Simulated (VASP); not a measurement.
Here is a VASP 6.6.1 calculation.

File INCAR:

```
ALGO = Normal
EDIFF = 1E-6
ENCUT = 520
GGA = PS
ISIF = 2
ISMEAR = 0
LASPH = True
LCHARG = False
LREAL = False
LWAVE = False
NBANDS = 14
NELM = 100
PREC = Accurate
SIGMA = 0.02
```

File KPOINTS:

```
k-points
0
Gamma
  8 8 8
```

Contents of POSCAR:

```
NaF
1.0
    0.0000000000      2.3898326181      2.3898326181
    2.3898326181      0.0000000000      2.3898326181
    2.3898326181      2.3898326181      0.0000000000
Na F
1 1
Direct
    0.0000000000      0.0000000000      0.0000000000
    0.5000000000      0.5000000000      0.5000000000
```

Potentials or basis: VASP PAW PBE potentials, release 64 (Na_pv, F).

Launch:

```sh
$ cat potpaw_PBE.64/Na_pv/POTCAR potpaw_PBE.64/F/POTCAR > POTCAR
$ mpirun -np 1 vasp_std > vasp.out
```

(1) Estimate the pressure.

(2) Estimate the band gap on the k mesh.

## Answers

(1) -3.9 GPa.

(2) 5.71 eV, direct.

Caveat: the PAW data sets were made with another functional, which shifts forces and pressure a little.
